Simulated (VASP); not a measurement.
# K (P6/mmm) in VASP: notebook

K is run at these levels: PBE; tasks: single point.

Everything below comes from runs of VASP 6.6.1. Logs are shortened: lines on timing, memory, paths and dates and some standing lists are left out, and cuts for length are marked.

## Step 1: The cell of the first run

The structure is hexagonal, space group P6/mmm (No. 191). The conventional cell has a = 7.554 Å, b = 7.554 Å, c = 4.505 Å, α = 90.00°, β = 90.00°, γ = 120.00°. Within 5.7 Å of K (site symmetry -6m2) lie 11 K at 4.36 to 4.91 Å.

This isn't the form of K at room conditions, which is bcc.

## Step 2: Single point, PBE

INCAR

```
PREC = Accurate
ENCUT = 520
EDIFF = 1E-6
ISMEAR = -1
SIGMA = 0.1
LREAL = F
LASPH = T
NELM = 80
ALGO = Normal
ISIF = 2
LWAVE = F
LCHARG = F
GGA = PE
NBANDS = 20
```

KPOINTS

```
Automatic mesh
0
Gamma
  5 5 7
```

POSCAR

```
K
1.0
    7.5539888196      0.0000000000      0.0000000000
   -3.7769944098      6.5419462176      0.0000000000
    0.0000000000      0.0000000000      4.5053312057
K
3
Direct
    1.0000000000      1.0000000000      0.0000000000
    0.3333333333      0.6666666667      0.5000000000
    0.6666666667      0.3333333333      0.5000000000
```

Potentials or basis: VASP PAW PBE potentials, release 64 (K_sv).

Started as:

```sh
$ cat potpaw_PBE.64/K_sv/POTCAR > POTCAR
$ mpirun -np 1 vasp_std > vasp.out
```

OUTCAR:

```text
PREC = Accurate
   ENCUT = 520
   EDIFF = 1E-6
   ISMEAR = -1
   LREAL = F
   LASPH = T
   NELM = 80
   ISIF = 2
   GGA = PE

 ion  position               nearest neighbor table
   1  0.000  0.000  0.000-
   2  0.333  0.667  0.500-
   3  0.667  0.333  0.500-

  LATTYP: Found a hexagonal cell.
 ALAT       =     7.5539888196
 C/A-ratio  =     0.5964175104

  Lattice vectors:

 A1 = (   7.5539888196,   0.0000000000,   0.0000000000)
 A2 = (  -3.7769944098,   6.5419462176,   0.0000000000)
 A3 = (   0.0000000000,   0.0000000000,   4.5053312057)

Analysis of symmetry for initial positions (statically):
=====================================================================
 Subroutine PRICEL returns:
 Original cell was already a primitive cell.

 Routine SETGRP: Setting up the symmetry group for a
 hexagonal supercell.

 Subroutine GETGRP returns: Found 24 space group operations
 (whereof 24 operations were pure point group operations)
 out of a pool of 24 trial point group operations.

The static configuration has the point symmetry D_6h.

Analysis of symmetry for dynamics (positions and initial velocities):
=====================================================================
 Subroutine PRICEL returns:
 Original cell was already a primitive cell.

 Routine SETGRP: Setting up the symmetry group for a
 hexagonal supercell.

 Subroutine GETGRP returns: Found 24 space group operations
 (whereof 24 operations were pure point group operations)
 out of a pool of 24 trial point group operations.

The dynamic configuration has the point symmetry D_6h.

 Subroutine INISYM returns: Found 24 space group operations
 (whereof 24 operations are pure point group operations),
 and found     1 'primitive' translations

----------------------------------------------------------------------------------------

                                     Primitive cell

  volume of cell :     222.6435

  direct lattice vectors                    reciprocal lattice vectors
     7.553988820  0.000000000  0.000000000     0.132380392  0.076429855  0.000000000
    -3.776994410  6.541946218  0.000000000     0.000000000  0.152859710  0.000000000
     0.000000000  0.000000000  4.505331206     0.000000000  0.000000000  0.221959264

  length of vectors
     7.553988820  7.553988820  4.505331206     0.152859710  0.152859710  0.221959264

  position of ions in fractional coordinates (direct lattice)
     0.000000000  0.000000000  0.000000000
     0.333333333  0.666666667  0.500000000
     0.666666667  0.333333333  0.500000000

  ion indices of the primitive-cell ions
   primitive index   ion index
                 1           1
                 2           2
                 3           3

----------------------------------------------------------------------------------------

 KPOINTS: Automatic mesh

Automatic generation of k-mesh.
 Grid dimensions read from file:
 generate k-points for:    5    5    7

 Generating k-lattice:

  Cartesian coordinates                     Fractional coordinates (reciprocal lattice)
     0.026476078  0.015285971  0.000000000     0.200000000 -0.000000000  0.000000000
     0.000000000  0.030571942  0.000000000     0.000000000  0.200000000  0.000000000
     0.000000000  0.000000000  0.031708466     0.000000000  0.000000000  0.142857143

  Length of vectors
     0.030571942  0.030571942  0.031708466

  Shift w.r.t. Gamma in fractional coordinates (k-lattice)
     0.000000000  0.000000000  0.000000000

 Subroutine IBZKPT returns following result:
 ===========================================

 Found     20 irreducible k-points:

 Following reciprocal coordinates:
            Coordinates               Weight
  0.000000  0.000000  0.000000      1.000000
  0.200000  0.000000  0.000000      6.000000
  0.400000  0.000000  0.000000      6.000000
  0.200000  0.200000  0.000000      6.000000
  0.400000  0.200000  0.000000      6.000000
  0.000000  0.000000  0.142857      2.000000
[... 12 lines left out ...]
  0.200000  0.200000  0.428571     12.000000
  0.400000  0.200000  0.428571     12.000000
   k-points           NKPTS =     20   k-points in BZ     NKDIM =     20   number of bands    NBANDS=     20
   number of dos      NEDOS =    301   number of ions     NIONS =      3
   total plane-waves  NPLWV = 112896
   dimension x,y,z NGX =    56 NGY =   56 NGZ =   36
   dimension x,y,z NGXF=   112 NGYF=  112 NGZF=   72
   ions per type =               3
   NGX,Y,Z   is equivalent  to a cutoff of  12.32, 12.32, 13.28 a.u.
   NGXF,Y,Z  is equivalent  to a cutoff of  24.65, 24.65, 26.57 a.u.
 SYSTEM =  unknown system
   PREC   = accura    normal or accurate (medium, high low for compatibility)
   ISTART =      0    job   : 0-new  1-cont  2-samecut
   ICHARG =      2    charge: 1-file 2-atom 10-const
   ISPIN  =      1    spin polarized calculation?
   LNONCOLLINEAR =      F non collinear calculations
   LSORBIT =      F    spin-orbit coupling
   LASPH  =      T    aspherical Exc in radial PAW
   ENCUT  =  520.0 eV  38.22 Ry    6.18 a.u.  14.05 14.05  8.38*2*pi/ulx,y,z
   NELM   =     80;   NELMIN=  2; NELMDL= -5     # of ELM steps
   EDIFF  = 0.1E-05   stopping-criterion for ELM
   LREAL  =      F    real-space projection
   EDIFFG = 0.1E-04   stopping-criterion for IOM
   NSW    =      0    number of steps for IOM
   IBRION =     -1    ionic relax: 0-MD 1-quasi-New 2-CG
   NFREE  =      0    steps in history (QN), initial steepest desc. (CG)
   ISIF   =      2    stress and relaxation
   ISYM   =      2    0-nonsym 1-usesym 2-fastsym
   POTIM  = 0.5000    time-step for ionic-motion
   TEBEG  =    0.0;   TEEND  =   0.0 temperature during run
   PSTRESS=    0.0 pullay stress
   NELECT =      27.0000    total number of electrons
   NUPDOWN=      -1.0000    fix difference up-down
   EMIN   =  10.00;   EMAX   =-10.00  energy-range for DOS
   EFERMI =   0.00;   METHOD = LEGACY
   ISMEAR =    -1;   SIGMA  =   0.10  broadening in eV -4-tet -1-fermi 0-gaus
   EFERMI_NEDOS =   21; number of points for ismear=-14 and -15
   IALGO  =     38    algorithm
   IMIX   =      4    mixing-type and parameters
     AMIX     =   0.40;   BMIX     =  1.00
     AMIX_MAG =   1.60;   BMIX_MAG =  1.00
  volume/ion in A,a.u.               =      74.21       500.82
  Fermi-wavevector in a.u.,A,eV,Ry     =   0.810325  1.531293  8.933954  0.656627
  Thomas-Fermi vector in A             =   1.919480
   LORBIT       =      0    0 simple, 1 ext, 2 COOP (PROOUT), +10 PAW based schemes
   GGA     = PE    functional components
   LHFCALC =     F    Hartree Fock is set to
   AEXX    =    0.0000 exact exchange contribution
   IVDW    =     0    specifies the selected vdW correction
   LEPSILON=     F    determine dielectric tensor
   LRPA    =     F    only Hartree local field effects (RPA)
 non-spin polarized calculation
  energy-cutoff  :      520.00
  volume of cell :      222.64
 maximum number of plane-waves:      6022
   NGX = 29   NGY = 29   NGZ = 17

 number of electron      26.9999999 magnetization

 Free energy of the ion-electron system (eV)
  ---------------------------------------------------
  ext. energy  EPLUGINS =         0.00000000
  ---------------------------------------------------
  free energy    TOTEN  =        -3.15857770 eV

  energy without entropy =       -3.08805362  energy(sigma->0) =       -3.12331566

 E-fermi :  -0.1539     XC(G=0):  -5.6283

 val. band max:       -0.1987620878   @ k =   0.2000   0.2000   0.1429
 cond. band min:       0.0514829744   @ k =   0.2000   0.0000   0.0000
 fundamental gap:      0.2502450622
 Fermi energy:        -0.1539141448

 k-point     1 :       0.0000    0.0000    0.0000
  band No.  band energies     occupation
      1     -32.3157      2.00000
      2     -32.3104      2.00000
      3     -32.2242      2.00000
      4     -15.8228      2.00000
      5     -15.8228      2.00000
      6     -15.7767      2.00000
[... 12 lines left out ...]
     19       1.5352      0.00000
     20       3.5910      0.00000

 k-point     2 :       0.2000    0.0000    0.0000
  band No.  band energies     occupation
      1     -32.3153      2.00000
      2     -32.3109      2.00000
      3     -32.2242      2.00000
      4     -15.8254      2.00000
      5     -15.8203      2.00000
      6     -15.7779      2.00000
[... 12 lines left out ...]
     19       2.3222      0.00000
     20       3.6384      0.00000

 k-point     3 :       0.4000    0.0000    0.0000
  band No.  band energies     occupation
      1     -32.3142      2.00000
      2     -32.3119      2.00000
      3     -32.2242      2.00000
      4     -15.8290      2.00000
      5     -15.8127      2.00000
      6     -15.7846      2.00000
[... 12 lines left out ...]
     19       3.0276      0.00000
     20       3.0520      0.00000

 k-point     4 :       0.2000    0.2000    0.0000
  band No.  band energies     occupation
      1     -32.3145      2.00000
      2     -32.3116      2.00000
      3     -32.2242      2.00000
      4     -15.8278      2.00000
      5     -15.8149      2.00000
      6     -15.7838      2.00000
[... 12 lines left out ...]
     19       2.9058      0.00000
     20       3.1794      0.00000

 k-point     5 :       0.4000    0.2000    0.0000
  band No.  band energies     occupation
      1     -32.3136      2.00000
      2     -32.3125      2.00000
      3     -32.2242      2.00000
      4     -15.8290      2.00000
      5     -15.8070      2.00000
      6     -15.7927      2.00000
[... 12 lines left out ...]
     19       3.1336      0.00000
     20       3.1552      0.00000
[... 261 lines left out ...]
      6     -15.8139      2.00000
[... 12 lines left out ...]
     19       2.3873      0.00000
     20       2.8243      0.00000

 k-point    18 :       0.4000    0.0000    0.4286
  band No.  band energies     occupation
      1     -32.3121      2.00000
      2     -32.3098      2.00000
      3     -32.2221      2.00000
      4     -15.8206      2.00000
      5     -15.8205      2.00000
      6     -15.8135      2.00000
[... 12 lines left out ...]
     19       1.9219      0.00000
     20       2.7418      0.00000

 k-point    19 :       0.2000    0.2000    0.4286
  band No.  band energies     occupation
      1     -32.3123      2.00000
      2     -32.3095      2.00000
      3     -32.2221      2.00000
      4     -15.8218      2.00000
      5     -15.8208      2.00000
      6     -15.8130      2.00000
[... 12 lines left out ...]
     19       2.4731      0.00000
     20       2.6357      0.00000

 k-point    20 :       0.4000    0.2000    0.4286
  band No.  band energies     occupation
      1     -32.3115      2.00000
      2     -32.3104      2.00000
      3     -32.2221      2.00000
      4     -15.8240      2.00000
      5     -15.8189      2.00000
      6     -15.8154      2.00000
[... 12 lines left out ...]
     19       2.4587      0.00000
     20       3.1458      0.00000

------------------------ aborting loop because EDIFF is reached ----------------------------------------

  FORCE on cell =-STRESS in cart. coord.  units (eV):
  Direction    XX          YY          ZZ          XY          YZ          ZX
  --------------------------------------------------------------------------------------
  -------------------------------------------------------------------------------------
  Total        0.0004774      0.0004774     -0.0167093      0.0000000      0.0000000      0.0000000
  in kB        0.0034355      0.0034355     -0.1202425      0.0000000      0.0000000      0.0000000
  external PRESSURE =      -0.0377905 kB  Pullay stress =       0.0000000 kB

 VOLUME and BASIS-vectors are now :
 -----------------------------------------------------------------------------
  energy-cutoff  :      520.00
  volume of cell :      222.64
      direct lattice vectors                 reciprocal lattice vectors
     7.553988820  0.000000000  0.000000000     0.132380392  0.076429855  0.000000000
    -3.776994410  6.541946218  0.000000000     0.000000000  0.152859710  0.000000000
     0.000000000  0.000000000  4.505331206     0.000000000  0.000000000  0.221959264

 POSITION                                       TOTAL-FORCE (eV/Angst)
 -----------------------------------------------------------------------------------
      0.00000      0.00000      0.00000        -0.000000      0.000000      0.000000
     -0.00000      4.36130      2.25267        -0.000000      0.000000     -0.000000
      3.77699      2.18065      2.25267         0.000000     -0.000000      0.000000
 -----------------------------------------------------------------------------------
    total drift:                                0.000000     -0.000000      0.000000

  FREE ENERGIE OF THE ION-ELECTRON SYSTEM (eV)
  ---------------------------------------------------
  free  energy   TOTEN  =        -3.1585776965 eV

  energy  without entropy=       -3.0880536244  energy(sigma->0) =       -3.12331566
```

Wall time 86 s (1 thread of Oxide Virtual Turin-like, shared host); peak memory 0.3 GiB.

Results:

```yaml
Free_energy: -3.1586 eV
Pressure: 0.0 GPa
Band_gap_on_the_k_mesh: zero (an odd number of electrons rules out a gap without spin polarisation)
```

## Step 3: Single point, PBE (65.31 Å³/atom)

This run uses another cell than the first one, of 65.31 Å³/atom.

INCAR

```
PREC     = Accurate       # precision mode
ENCUT    = 520            # plane-wave cutoff, eV
EDIFF    = 1E-6           # SCF threshold, eV
ISMEAR   = -1             # smearing method
SIGMA    = 0.1            # smearing width, eV
LREAL    = F              # projectors in reciprocal space
LASPH    = T              # aspherical terms in the spheres
NELM     = 60             # most SCF steps
ALGO     = Normal         # electronic algorithm
ISIF     = 2              # what is computed and relaxed
LWAVE    = F              # write WAVECAR
LCHARG   = F              # write CHGCAR
GGA      = PE             # functional
NBANDS   = 20             # bands
```

KPOINTS

```
regular mesh
0
Gamma
  7 7 9
```

POSCAR

```
K
1.0
    7.2388664060      0.0000000000      0.0000000000
   -3.6194332030      6.2690422022      0.0000000000
    0.0000000000      0.0000000000      4.3173866804
K
3
Direct
    1.0000000000      1.0000000000      0.0000000000
    0.3333333333      0.6666666667      0.5000000000
    0.6666666667      0.3333333333      0.5000000000
```

Potentials or basis: VASP PAW PBE potentials, release 64 (K_sv).

Started as:

```sh
$ cat potpaw_PBE.64/K_sv/POTCAR > POTCAR
$ mpirun -np 1 vasp_std > vasp.out
```

It took 2.3 min on 1 thread of Oxide Virtual Turin-like, shared host; peak memory 0.31 GiB.

The run converged. Its results:

| Property | Result |
| --- | --- |
| Free energy | -3.1094 eV |
| Pressure | 0.6 GPa |
| Band gap on the k mesh | zero (an odd number of electrons rules out a gap without spin polarisation) |

Levels at points of the mesh, in eV from the Fermi level:
```tsv
k point	band 11	band 12	band 13	band 14	band 15	band 16
(0.00, 0.00, 0.00)	-15.49	-15.47	-2.34	1.18	1.18	1.19
```

## Step 4: Single point, PBE (68.28 Å³/atom)

This run uses another cell than the first one, of 68.28 Å³/atom.

INCAR

```
SYSTEM = K
  ALGO = Normal
  EDIFF = 1E-6
  ENCUT = 520
  GGA = PE
  ISIF = 2
  ISMEAR = -1
  LASPH = .True.
  LCHARG = .False.
  LREAL = .False.
  LWAVE = .False.
  NBANDS = 20
  NELM = 80
  PREC = Accurate
  SIGMA = 0.1
```

KPOINTS

```
k-points
0
Gamma
  7 7 9
  0 0 0
```

POSCAR

```
K
1.0
    7.3469251193      0.0000000000      0.0000000000
   -3.6734625597      6.3626237930      0.0000000000
    0.0000000000      0.0000000000      4.3818347891
K
3
Direct
    1.0000000000      1.0000000000      0.0000000000
    0.3333333333      0.6666666667      0.5000000000
    0.6666666667      0.3333333333      0.5000000000
```

Started as:

```sh
$ cat potpaw_PBE.64/K_sv/POTCAR > POTCAR
$ mpirun -np 1 vasp_std > vasp.out
```

Wall time 2.8 min (1 thread of Oxide Virtual Turin-like, shared host); peak memory 0.34 GiB.

It converged, with:

```yaml
Free_energy: -3.1354 eV
Pressure: 0.3 GPa
Band_gap_on_the_k_mesh: zero (an odd number of electrons rules out a gap without spin polarisation)
```

Levels at points of the mesh, in eV from the Fermi level:
```tsv
k point	band 11	band 12	band 13	band 14	band 15	band 16
(0.00, 0.00, 0.00)	-15.52	-15.50	-2.27	1.16	1.16	1.17
```

## Step 5: The runs side by side

```tsv
cell	k mesh	gap on the mesh (eV)	pressure (GPa)
a = 7.554, b = 7.554, c = 4.505 Å, angles 90.0, 90.0, 120.0°, 3 atoms	5 × 5 × 7	none	0.0
a = 7.239, b = 7.239, c = 4.317 Å, angles 90.0, 90.0, 120.0°, 3 atoms	7 × 7 × 9	none	0.6
a = 7.347, b = 7.347, c = 4.382 Å, angles 90.0, 90.0, 120.0°, 3 atoms	7 × 7 × 9	none	0.3
```

Alike in all rows: task single point; level PBE; potentials or basis VASP PAW PBE potentials, release 64 (K_sv); no spin polarisation; cutoff (eV) 520; smearing fermi-dirac 0.1 eV.

Absolute energies hang on the potentials; compare differences alone.

The gap in the log of VASP goes by the Fermi energy; the results here count the filled bands.